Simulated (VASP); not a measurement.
# LiF (Pm-3m) in VASP: a series of runs, part 2 of 2

VASP 6.6.1. Earlier steps stand in the parts before.

## Step 3: Relaxation of cell and atoms, HSE06

This run uses another cell than the first one, of 7.97 Å³/atom.

Input file POSCAR:

```
LiF
1.0
    2.5162584520      0.0000000000      0.0000000000
    0.0000000000      2.5162584520      0.0000000000
    0.0000000000      0.0000000000      2.5162584520
Li F
1 1
Direct
    0.0000000000      0.0000000000      0.0000000000
    0.5000000000      0.5000000000      0.5000000000
```

Input file INCAR.step1:

```
PREC = Accurate ; ENCUT = 600
EDIFF = 1E-5 ; ISMEAR = -1
SIGMA = 0.02 ; LREAL = F
LASPH = T ; NELM = 80
ALGO = Normal ; LWAVE = T
LCHARG = F ; GGA = PE
NBANDS = 12
```

Input file INCAR.step2:

```
PREC = Accurate ; ENCUT = 600
EDIFF = 1E-6 ; ISMEAR = -1
SIGMA = 0.02 ; LREAL = F
LASPH = T ; NELM = 80
ALGO = Normal ; ISIF = 3
LWAVE = F ; LCHARG = F
GGA = PE ; LHFCALC = T
HFSCREEN = 0.2079 ; PRECFOCK = Normal
IBRION = 2 ; NSW = 80
EDIFFG = -0.005 ; ISTART = 1
```

Input file KPOINTS:

```
Automatic mesh
0
Gamma
  6 6 6
```

Potentials or basis: VASP PAW PBE potentials, release 64 (Li_sv, F).

Started as:

```bash
cat potpaw_PBE.64/Li_sv/POTCAR potpaw_PBE.64/F/POTCAR > POTCAR
cp INCAR.step1 INCAR
mpirun -np 1 vasp_std > vasp.out
cp INCAR.step2 INCAR
mpirun -np 1 vasp_std > vasp.out
```

OUTCAR:

```text
PREC = Accurate
   ENCUT = 600
   EDIFF = 1E-6
   ISMEAR = -1
   LREAL = F
   LASPH = T
   NELM = 80
   ISIF = 3
   GGA = PE
   LHFCALC = T
   HFSCREEN = 0.2079
   PRECFOCK = Normal
   IBRION = 2
   NSW = 80
   EDIFFG = -0.005
   ISTART = 1

 ion  position               nearest neighbor table
   1  0.000  0.000  0.000-   2 2.18   2 2.18   2 2.18   2 2.18   2 2.18   2 2.18   2 2.18   2 2.18

   2  0.500  0.500  0.500-   1 2.18   1 2.18   1 2.18   1 2.18   1 2.18   1 2.18   1 2.18   1 2.18

  LATTYP: Found a simple cubic cell.
 ALAT       =     2.5162584520

  Lattice vectors:

 A1 = (   2.5162584520,   0.0000000000,   0.0000000000)
 A2 = (   0.0000000000,   2.5162584520,   0.0000000000)
 A3 = (   0.0000000000,   0.0000000000,   2.5162584520)

Analysis of symmetry for initial positions (statically):
=====================================================================
 Subroutine PRICEL returns:
 Original cell was already a primitive cell.

 Routine SETGRP: Setting up the symmetry group for a
 simple cubic supercell.

 Subroutine GETGRP returns: Found 48 space group operations
[... 221 lines left out ...]
 k-point     1 :       0.0000    0.0000    0.0000
  band No.  band energies     occupation
      1     -46.1646      2.00000
      2     -23.8672      2.00000
      3      -1.9547      2.00000
      4      -1.9547      2.00000
      5      -1.9547      2.00000
      6       8.9639      0.00000
      7      20.2720      0.00000
      8      20.2720      0.00000
      9      22.9046      0.00000
[... 217 lines left out ...]
 k-point    20 :       0.5000    0.5000    0.5000
  band No.  band energies     occupation
      1     -46.0225      2.00000
      2     -22.2318      2.00000
      3      -3.7608      2.00000
      4      -3.7608      2.00000
      5      -3.7608      2.00000
      6      12.2968      0.00000
      7      12.2968      0.00000
      8      12.2968      0.00000
      9      26.5897      0.00000

------------------------ aborting loop because EDIFF is reached ----------------------------------------

  FORCE on cell =-STRESS in cart. coord.  units (eV):
  Direction    XX          YY          ZZ          XY          YZ          ZX
  --------------------------------------------------------------------------------------
  -------------------------------------------------------------------------------------
  Total        0.0036639      0.0036639      0.0036639      0.0000000     -0.0000000     -0.0000000
  in kB        0.3681220      0.3681220      0.3681220      0.0000000     -0.0000000     -0.0000000
  external PRESSURE =       0.3681220 kB  Pullay stress =       0.0000000 kB

 VOLUME and BASIS-vectors are now :
 -----------------------------------------------------------------------------
  energy-cutoff  :      600.00
  volume of cell :       15.95
      direct lattice vectors                 reciprocal lattice vectors
     2.517027165 -0.000000000  0.000000000     0.397294083 -0.000000000 -0.000000000
     0.000000000  2.517027165  0.000000000     0.000000000  0.397294083 -0.000000000
     0.000000000  0.000000000  2.517027165    -0.000000000  0.000000000  0.397294083

 POSITION                                       TOTAL-FORCE (eV/Angst)
 -----------------------------------------------------------------------------------
      0.00000      0.00000      0.00000         0.000000      0.000000      0.000000
      1.25851      1.25851      1.25851        -0.000000     -0.000000      0.000000
 -----------------------------------------------------------------------------------
    total drift:                                0.000000      0.000000      0.000000

  FREE ENERGIE OF THE ION-ELECTRON SYSTEM (eV)
  ---------------------------------------------------
  free  energy   TOTEN  =       -10.7624322120 eV

  energy  without entropy=      -10.7624322120  energy(sigma->0) =      -10.76243221

 reached required accuracy - stopping structural energy minimisation
```

OUTCAR.step1:

```text
PREC = Accurate
   ENCUT = 600
   EDIFF = 1E-5
   ISMEAR = -1
   LREAL = F
[... 514 lines left out ...]
      0.00000      0.00000      0.00000         0.000000      0.000000      0.000000
      1.25813      1.25813      1.25813         0.000000      0.000000      0.000000
 -----------------------------------------------------------------------------------
    total drift:                                0.000000      0.000000      0.000000

  FREE ENERGIE OF THE ION-ELECTRON SYSTEM (eV)
  ---------------------------------------------------
  free  energy   TOTEN  =        -9.0407151879 eV

  energy  without entropy=       -9.0407151879  energy(sigma->0) =       -9.04071519
```

OSZICAR.step1:

```text
N       E                     dE             d eps       ncg     rms          rms(c)
DAV:   1     0.351544276286E+02    0.35154E+02   -0.60905E+03   496   0.941E+02
DAV:   2    -0.852949592306E+01   -0.43684E+02   -0.42587E+02   604   0.203E+02
DAV:   3    -0.957705336060E+01   -0.10476E+01   -0.10460E+01   632   0.272E+01
DAV:   4    -0.958275435730E+01   -0.57010E-02   -0.57006E-02   540   0.217E+00
DAV:   5    -0.958280826401E+01   -0.53907E-04   -0.53907E-04   608   0.157E-01    0.448E+00
DAV:   6    -0.905380242223E+01    0.52901E+00   -0.24231E+00   496   0.957E+00    0.139E+00
DAV:   7    -0.904390055634E+01    0.99019E-02   -0.17822E-02   612   0.119E+00    0.843E-01
DAV:   8    -0.904062237719E+01    0.32782E-02   -0.14643E-02   660   0.130E+00    0.111E-01
DAV:   9    -0.904065257849E+01   -0.30201E-04   -0.53067E-04   584   0.214E-01    0.472E-02
DAV:  10    -0.904071523255E+01   -0.62654E-04   -0.99614E-05   512   0.834E-02    0.500E-03
DAV:  11    -0.904071518794E+01    0.44616E-07   -0.11942E-06   376   0.967E-03
   1 F= -.90407152E+01 E0= -.90407152E+01  d E =-.511572E-16
```

It took 2.2 min on 1 thread of Intel Xeon 6975P-C (Granite Rapids), shared host; peak memory 0.22 GiB.

Results:

```yaml
Free_energy: -10.7624 eV
Relaxed_volume: 7.97 Å³/atom
Relaxed_cell: a = 2.517 Å, b = 2.517 Å, c = 2.517 Å, α = 90.00°, β = 90.00°, γ = 90.00°
Space_group_after_relaxing_to_0.1_Å: Pm-3m (No. 221)
Energy_gained_by_relaxing: 0.0 meV/atom
Ionic_steps: 2
Pressure_after_relaxing: 0.0 GPa
Band_gap_on_the_k_mesh: 10.16 eV (least direct gap 10.92 eV)
```

Final structure:
```cif
data_structure
_symmetry_space_group_name_H-M 'P 1'
_symmetry_Int_Tables_number 1
_cell_length_a 2.5170
_cell_length_b 2.5170
_cell_length_c 2.5170
_cell_angle_alpha 90.000
_cell_angle_beta 90.000
_cell_angle_gamma 90.000
_cell_volume 15.95
loop_
_atom_site_label
_atom_site_type_symbol
_atom_site_fract_x
_atom_site_fract_y
_atom_site_fract_z
_atom_site_occupancy
Li1 Li 0.00000 0.00000 0.00000 1
F1 F 0.50000 0.50000 0.50000 1
```

Levels at points of the mesh, in eV from the valence-band top:
| k point | band 3 | band 4 | band 5 | band 6 | band 7 | band 8 |
| --- | --- | --- | --- | --- | --- | --- |
| (0.00, 0.00, 0.00) | -0.76 | -0.76 | -0.76 | 10.16 | 21.47 | 21.47 |
| (0.50, 0.00, 0.00) | -4.12 | -0.32 | -0.32 | 11.66 | 17.13 | 23.22 |
| (0.50, 0.50, 0.00) | -3.64 | -3.64 | 0.00 | 15.96 | 16.54 | 16.54 |
| (0.50, 0.50, 0.50) | -2.57 | -2.57 | -2.57 | 13.49 | 13.49 | 13.49 |

Caveat: the cutoff is under 1.25 times the usual one of these potentials, so pressure, stress and relaxed cells hold a basis-set (Pulay) error; the structure was generated, so it needn't be the stable form of LiF; the PAW data sets were made with another functional, which shifts forces and pressure a little.
